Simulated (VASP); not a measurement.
# Nb (R-3m) in VASP: single point with r2SCAN

Aim: the single point of Nb with r2SCAN.

All numbers are computed with VASP 6.6.1; they aren't measurements. Logs are shortened: lines on timing, memory, paths and dates and some standing lists are left out, and cuts for length are marked.

## (1) The cell of the first run

Symmetry: R-3m, No. 166, trigonal system. Conventional cell: a = 5.478 Å, b = 5.478 Å, c = 29.690 Å, α = 90.00°, β = 90.00°, γ = 120.00°. Within 3.6 Å of Nb (site symmetry m) lie 7 Nb at 2.73 to 2.86 Å. Within 3.6 Å of Nb (site symmetry m) lie 8 Nb at 2.73 to 2.88 Å.

## (2) Single point, r2SCAN

POSCAR reads:

```
Nb
1.0
    2.7392063672      1.5814815334      9.8966813863
   -2.7392063672      1.5814815334      9.8966813863
    0.0000000000     -3.1629630669      9.8966813863
Nb
12
Direct
    0.0466778526      0.5453899048      0.0466778526
    0.0466778526      0.0466778526      0.5453899048
    0.5453899048      0.0466778526      0.0466778526
    0.9533221474      0.4546100952      0.9533221474
    0.4546100952      0.9533221474      0.9533221474
    0.9533221474      0.9533221474      0.4546100952
    0.2078855638      0.7056664936      0.2078855638
    0.2078855638      0.2078855638      0.7056664936
    0.7056664936      0.2078855638      0.2078855638
    0.7921144362      0.2943335064      0.7921144362
    0.2943335064      0.7921144362      0.7921144362
    0.7921144362      0.7921144362      0.2943335064
```

INCAR.step1 reads:

```
PREC = Accurate
ENCUT = 520
ISMEAR = 0
SIGMA = 0.1
LREAL = F
LASPH = T
NELM = 100
NBANDS = 90
GGA = PE
ALGO = Normal
EDIFF = 1E-4
LWAVE = T
LCHARG = F
```

INCAR.step2 reads:

```
PREC = Accurate
ENCUT = 520
EDIFF = 1E-6
ISMEAR = 0
SIGMA = 0.1
LREAL = F
LASPH = T
NELM = 100
ALGO = Normal
ISIF = 2
LWAVE = F
LCHARG = F
METAGGA = R2SCAN
LMIXTAU = T
NBANDS = 90
ISTART = 1
```

KPOINTS reads:

```
Automatic mesh
0
Gamma
  3 3 3
```

Potentials or basis: VASP PAW PBE potentials, release 64 (Nb_sv).

Launch:

```sh
cat potpaw_PBE.64/Nb_sv/POTCAR > POTCAR
cp INCAR.step1 INCAR
mpirun -np 1 vasp_std > vasp.out
cp INCAR.step2 INCAR
mpirun -np 1 vasp_std > vasp.out
```

OUTCAR:

```text
PREC = Accurate
   ENCUT = 520
   EDIFF = 1E-6
   ISMEAR = 0
   LREAL = F
   LASPH = T
   NELM = 100
   ISIF = 2
   METAGGA = R2SCAN
   ISTART = 1

 ion  position               nearest neighbor table
   1  0.047  0.545  0.047-   2 2.73   3 2.73   4 2.75   2 2.75   3 2.75  11 2.86  12 2.86
   2  0.047  0.047  0.545-   1 2.73   3 2.73   6 2.75   1 2.75   3 2.75  10 2.86  11 2.86
   3  0.545  0.047  0.047-   2 2.73   1 2.73   5 2.75   2 2.75   1 2.75  10 2.86  12 2.86
   4  0.953  0.455  0.953-   6 2.73   5 2.73   1 2.75   6 2.75   5 2.75   9 2.86   8 2.86
   5  0.455  0.953  0.953-   6 2.73   4 2.73   3 2.75   6 2.75   4 2.75   7 2.86   8 2.86
   6  0.953  0.953  0.455-   4 2.73   5 2.73   2 2.75   4 2.75   5 2.75   7 2.86   9 2.86
   7  0.208  0.706  0.208-   8 2.73   9 2.73   8 2.75   9 2.75   5 2.86   6 2.86  11 2.88  12 2.88

   8  0.208  0.208  0.706-   7 2.73   9 2.73   7 2.75   9 2.75   4 2.86   5 2.86  10 2.88  11 2.88

   9  0.706  0.208  0.208-   8 2.73   7 2.73   8 2.75   7 2.75   4 2.86   6 2.86  10 2.88  12 2.88

  10  0.792  0.294  0.792-  12 2.73  11 2.73  12 2.75  11 2.75   3 2.86   2 2.86   9 2.88   8 2.88

  11  0.294  0.792  0.792-  12 2.73  10 2.73  12 2.75  10 2.75   1 2.86   2 2.86   7 2.88   8 2.88

  12  0.792  0.792  0.294-  10 2.73  11 2.73  11 2.75  10 2.75   1 2.86   3 2.86   7 2.88   9 2.88

  LATTYP: Found a trigonal (rhomboedric) cell.
 ALAT       =    10.3898333877
 COS(alpha) =     0.8609847855

  Lattice vectors:

 A1 = (   2.7392063672,   1.5814815334,   9.8966813863)
 A2 = (  -2.7392063672,   1.5814815334,   9.8966813863)
 A3 = (   0.0000000000,  -3.1629630669,   9.8966813863)

Analysis of symmetry for initial positions (statically):
=====================================================================
 Subroutine PRICEL returns:
 Original cell was already a primitive cell.

 Routine SETGRP: Setting up the symmetry group for a
 trigonal (rhombohedral) supercell.

 Subroutine GETGRP returns: Found 12 space group operations
 (whereof 12 operations were pure point group operations)
 out of a pool of 12 trial point group operations.

The static configuration has the point symmetry D_3d.

Analysis of symmetry for dynamics (positions and initial velocities):
=====================================================================
 Subroutine PRICEL returns:
 Original cell was already a primitive cell.

 Routine SETGRP: Setting up the symmetry group for a
 trigonal (rhombohedral) supercell.

 Subroutine GETGRP returns: Found 12 space group operations
 (whereof 12 operations were pure point group operations)
 out of a pool of 12 trial point group operations.

The dynamic configuration has the point symmetry D_3d.

 Subroutine INISYM returns: Found 12 space group operations
 (whereof 12 operations are pure point group operations),
 and found     1 'primitive' translations

----------------------------------------------------------------------------------------

                                     Primitive cell

  volume of cell :     257.2348

  direct lattice vectors                    reciprocal lattice vectors
     2.739206367  1.581481533  9.896681386     0.182534622  0.105386413  0.033681324
    -2.739206367  1.581481533  9.896681386    -0.182534622  0.105386413  0.033681324
     0.000000000 -3.162963067  9.896681386     0.000000000 -0.210772827  0.033681324

  length of vectors
    10.389833388 10.389833388 10.389833388     0.213446987  0.213446987  0.213446987

  position of ions in fractional coordinates (direct lattice)
     0.046677853  0.545389905  0.046677853
     0.046677853  0.046677853  0.545389905
     0.545389905  0.046677853  0.046677853
     0.953322147  0.454610095  0.953322147
     0.454610095  0.953322147  0.953322147
     0.953322147  0.953322147  0.454610095
     0.207885564  0.705666494  0.207885564
     0.207885564  0.207885564  0.705666494
     0.705666494  0.207885564  0.207885564
     0.792114436  0.294333506  0.792114436
     0.294333506  0.792114436  0.792114436
     0.792114436  0.792114436  0.294333506

  ion indices of the primitive-cell ions
   primitive index   ion index
                 1           1
                 2           2
                 3           3
                 4           4
                 5           5
                 6           6
                 7           7
                 8           8
                 9           9
                10          10
                11          11
                12          12

----------------------------------------------------------------------------------------

 KPOINTS: Automatic mesh

Automatic generation of k-mesh.
 Grid dimensions read from file:
 generate k-points for:    3    3    3

 Generating k-lattice:

  Cartesian coordinates                     Fractional coordinates (reciprocal lattice)
     0.060844874  0.035128804  0.011227108     0.333333333  0.000000000  0.000000000
    -0.060844874  0.035128804  0.011227108     0.000000000  0.333333333  0.000000000
     0.000000000 -0.070257609  0.011227108     0.000000000  0.000000000  0.333333333

  Length of vectors
     0.071148996  0.071148996  0.071148996

  Shift w.r.t. Gamma in fractional coordinates (k-lattice)
     0.000000000  0.000000000  0.000000000

 Subroutine IBZKPT returns following result:
 ===========================================

 Found      6 irreducible k-points:

 Following reciprocal coordinates:
            Coordinates               Weight
  0.000000  0.000000  0.000000      1.000000
  0.333333  0.000000 -0.000000      6.000000
  0.333333  0.333333 -0.000000      6.000000
 -0.333333  0.333333  0.000000      6.000000
  0.333333  0.333333  0.333333      2.000000
 -0.333333  0.333333  0.333333      6.000000
   k-points           NKPTS =      6   k-points in BZ     NKDIM =      6   number of bands    NBANDS=     90
   number of dos      NEDOS =    301   number of ions     NIONS =     12
   total plane-waves  NPLWV = 512000
   dimension x,y,z NGX =    80 NGY =   80 NGZ =   80
   dimension x,y,z NGXF=   160 NGYF=  160 NGZF=  160
   ions per type =              12
   NGX,Y,Z   is equivalent  to a cutoff of  12.80, 12.80, 12.80 a.u.
   NGXF,Y,Z  is equivalent  to a cutoff of  25.60, 25.60, 25.60 a.u.
 SYSTEM =  unknown system
   PREC   = accura    normal or accurate (medium, high low for compatibility)
   ISTART =      1    job   : 0-new  1-cont  2-samecut
   ICHARG =      0    charge: 1-file 2-atom 10-const
   ISPIN  =      1    spin polarized calculation?
   LNONCOLLINEAR =      F non collinear calculations
   LSORBIT =      F    spin-orbit coupling
   LASPH  =      T    aspherical Exc in radial PAW
   ENCUT  =  520.0 eV  38.22 Ry    6.18 a.u.  19.32 19.32 19.32*2*pi/ulx,y,z
   NELM   =    100;   NELMIN=  2; NELMDL=  0     # of ELM steps
   EDIFF  = 0.1E-05   stopping-criterion for ELM
   LREAL  =      F    real-space projection
   EDIFFG = 0.1E-04   stopping-criterion for IOM
   NSW    =      0    number of steps for IOM
   IBRION =     -1    ionic relax: 0-MD 1-quasi-New 2-CG
   NFREE  =      0    steps in history (QN), initial steepest desc. (CG)
   ISIF   =      2    stress and relaxation
   ISYM   =      2    0-nonsym 1-usesym 2-fastsym
   POTIM  = 0.5000    time-step for ionic-motion
   TEBEG  =    0.0;   TEEND  =   0.0 temperature during run
   PSTRESS=    0.0 pullay stress
   NELECT =     156.0000    total number of electrons
   NUPDOWN=      -1.0000    fix difference up-down
   EMIN   =  10.00;   EMAX   =-10.00  energy-range for DOS
   EFERMI =   0.00;   METHOD = LEGACY
   ISMEAR =     0;   SIGMA  =   0.10  broadening in eV -4-tet -1-fermi 0-gaus
   EFERMI_NEDOS =   21; number of points for ismear=-14 and -15
   IALGO  =     38    algorithm
   IMIX   =      4    mixing-type and parameters
     AMIX     =   0.40;   BMIX     =  1.00
     AMIX_MAG =   1.60;   BMIX_MAG =  1.00
  volume/ion in A,a.u.               =      21.44       144.66
  Fermi-wavevector in a.u.,A,eV,Ry     =   1.385712  2.618617 26.125894  1.920199
  Thomas-Fermi vector in A             =   2.510097
   LORBIT       =      0    0 simple, 1 ext, 2 COOP (PROOUT), +10 PAW based schemes
   METAGGA = R2SCAN    functional components
   LHFCALC =     F    Hartree Fock is set to
   AEXX    =    0.0000 exact exchange contribution
   IVDW    =     0    specifies the selected vdW correction
   LEPSILON=     F    determine dielectric tensor
   LRPA    =     F    only Hartree local field effects (RPA)
 non-spin polarized calculation
 Gauss-broadening in eV      SIGMA  =   0.10
  energy-cutoff  :      520.00
  volume of cell :      257.23
 maximum number of plane-waves:      6954
 NGX is ok and might be reduce to    80
   NGX = 39   NGY = 39   NGZ = 39

 number of electron     155.9999999 magnetization

 Free energy of the ion-electron system (eV)
  ---------------------------------------------------
  ext. energy  EPLUGINS =         0.00000000
  ---------------------------------------------------
  free energy    TOTEN  =      -285.91397877 eV

  energy without entropy =     -285.86036185  energy(sigma->0) =     -285.88717031

 E-fermi :   8.9373     XC(G=0): -12.2837

 val. band max:        8.9031000108   @ k =   0.3333   0.3333   0.3333
 cond. band min:       8.9650118679   @ k =  -0.3333   0.3333   0.3333
 fundamental gap:      0.0619118572
 Fermi energy:         8.9372624534

 k-point     1 :       0.0000    0.0000    0.0000
  band No.  band energies     occupation
      1     -47.5298      2.00000
      2     -47.4332      2.00000
      3     -47.4072      2.00000
      4     -47.3032      2.00000
      5     -47.2140      2.00000
      6     -47.2140      2.00000
[... 82 lines left out ...]
     89      12.0812      0.00000
     90      12.0972      0.00000

 k-point     2 :       0.3333    0.0000   -0.0000
  band No.  band energies     occupation
      1     -47.4625      2.00000
      2     -47.3796      2.00000
      3     -47.3468      2.00000
      4     -47.2926      2.00000
      5     -47.2582      2.00000
      6     -47.2146      2.00000
[... 82 lines left out ...]
     89      10.7403      0.00000
     90      11.0156      0.00000

 k-point     3 :       0.3333    0.3333   -0.0000
  band No.  band energies     occupation
      1     -47.4579      2.00000
      2     -47.3972      2.00000
      3     -47.3315      2.00000
      4     -47.2826      2.00000
      5     -47.2721      2.00000
      6     -47.2181      2.00000
[... 82 lines left out ...]
     89      10.6584      0.00000
     90      10.8010      0.00000

 k-point     4 :      -0.3333    0.3333    0.0000
  band No.  band energies     occupation
      1     -47.3782      2.00000
      2     -47.3617      2.00000
      3     -47.3108      2.00000
      4     -47.2828      2.00000
      5     -47.2824      2.00000
      6     -47.2747      2.00000
[... 82 lines left out ...]
     89      10.3826      0.00000
     90      10.3971      0.00000

 k-point     5 :       0.3333    0.3333    0.3333
  band No.  band energies     occupation
      1     -47.5168      2.00000
      2     -47.4738      2.00000
      3     -47.3677      2.00000
      4     -47.3150      2.00000
      5     -47.2173      2.00000
      6     -47.2173      2.00000
[... 82 lines left out ...]
     89      11.8455      0.00000
     90      11.8730      0.00000

 k-point     6 :      -0.3333    0.3333    0.3333
  band No.  band energies     occupation
      1     -47.4474      2.00000
      2     -47.4182      2.00000
      3     -47.3100      2.00000
      4     -47.3028      2.00000
      5     -47.2578      2.00000
      6     -47.2181      2.00000
[... 82 lines left out ...]
     89      10.5876      0.00000
     90      10.8321      0.00000

------------------------ aborting loop because EDIFF is reached ----------------------------------------

  FORCE on cell =-STRESS in cart. coord.  units (eV):
  Direction    XX          YY          ZZ          XY          YZ          ZX
  --------------------------------------------------------------------------------------
  -------------------------------------------------------------------------------------
  Total       -0.0238631     -0.0238631      0.1261805      0.0000000     -0.0000000      0.0000000
  in kB       -0.1486304     -0.1486304      0.7859107      0.0000000     -0.0000000      0.0000000
  external PRESSURE =       0.1628833 kB  Pullay stress =       0.0000000 kB

 VOLUME and BASIS-vectors are now :
 -----------------------------------------------------------------------------
  energy-cutoff  :      520.00
  volume of cell :      257.23
      direct lattice vectors                 reciprocal lattice vectors
     2.739206367  1.581481533  9.896681386     0.182534622  0.105386413  0.033681324
    -2.739206367  1.581481533  9.896681386    -0.182534622  0.105386413  0.033681324
     0.000000000 -3.162963067  9.896681386     0.000000000 -0.210772827  0.033681324

 POSITION                                       TOTAL-FORCE (eV/Angst)
 -----------------------------------------------------------------------------------
     -1.36608      0.78870      6.32146        -0.018951      0.010941      0.012010
      0.00000     -1.57741      6.32146        -0.000000     -0.021882      0.012010
      1.36608      0.78870      6.32146         0.018951      0.010941      0.012010
      1.36608     -0.78870     23.36858         0.018951     -0.010941     -0.012010
     -1.36608     -0.78870     23.36858        -0.018951     -0.010941     -0.012010
      0.00000      1.57741     23.36858        -0.000000      0.021882     -0.012010
     -1.36352      0.78723     11.09851        -0.016443      0.009494      0.007525
      0.00000     -1.57446     11.09851        -0.000000     -0.018987      0.007525
      1.36352      0.78723     11.09851         0.016443      0.009494      0.007525
      1.36352     -0.78723     18.59153         0.016443     -0.009494     -0.007525
     -1.36352     -0.78723     18.59153        -0.016443     -0.009494     -0.007525
      0.00000      1.57446     18.59153        -0.000000      0.018987     -0.007525
 -----------------------------------------------------------------------------------
    total drift:                               -0.000000      0.000000      0.000000

  FREE ENERGIE OF THE ION-ELECTRON SYSTEM (eV)
  ---------------------------------------------------
  free  energy   TOTEN  =      -285.9139787741 eV

  energy  without entropy=     -285.8603618463  energy(sigma->0) =     -285.88717031
```

Wall time 33 min (1 thread of Intel Xeon Platinum 8488C (Sapphire Rapids), shared host); peak memory 1 GiB.

What came out:

| Item | Value |
| --- | --- |
| Free energy | -285.9140 eV |
| Pressure | 0.0 GPa |
| Largest force | 0.025 eV/Å |
| Band gap on the k mesh | zero (bands 78 and 79 overlap by 1.05 eV) |

Forces on the atoms (eV/Å):
```
Nb  -0.019  0.011  0.012
Nb   0.000 -0.022  0.012
Nb   0.019  0.011  0.012
Nb   0.019 -0.011 -0.012
Nb  -0.019 -0.011 -0.012
Nb   0.000  0.022 -0.012
Nb  -0.016  0.009  0.008
Nb   0.000 -0.019  0.008
Nb   0.016  0.009  0.008
Nb   0.016 -0.009 -0.008
Nb  -0.016 -0.009 -0.008
Nb   0.000  0.019 -0.008
```

Caveat: the k points lie up to 0.45 Å⁻¹ apart, too coarse for converged energies and pressures of a metal; the PAW data sets were made with another functional, which shifts forces and pressure a little.
